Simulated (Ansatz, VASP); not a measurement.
## Two plane-wave programs on VH2

```xyz
6
Lattice="2.0821 2.0821 0.0000 -2.0821 2.0821 0.0000 0.0000 0.0000 4.1642" Properties=species:S:1:pos:R:3 pbc="T T T"
V     0.0000    0.0000    0.0000
V     0.0000    2.0821    2.0821
H    -1.0410    1.0410    3.1231
H     1.0410    1.0410    3.1231
H     1.0410    1.0410    1.0410
H    -1.0410    1.0410    1.0410
```

Alike in both runs: task single point; functional PBEsol; k mesh 12 × 12 × 8; occupations gaussian, width 0.1 eV; no spin polarisation.

|  | VASP | Ansatz |
| --- | --- | --- |
| version | VASP 6.6.1 | Ansatz 0.2.0 |
| potentials or method | VASP PAW PBE potentials, release 64 (V_sv, H), cutoff 520 eV | scalar-relativistic, plane waves, PAW |
| valence electrons in the cell | 30 | 30 |

VASP gave:

```
gap on the k mesh at the Fermi level (eV) : none
pressure (GPa)                            : 0.1
```

Task: Estimate Ansatz's values.

Result: gap on the k mesh at the Fermi level (eV): none; pressure (GPa): 0.0.

VASP's potentials were made for PBE, not for PBEsol. A gap of «none» marks a metal or a gap that the smearing closes. The functional is the same, so the differences come from potentials, cutoffs and numerics.
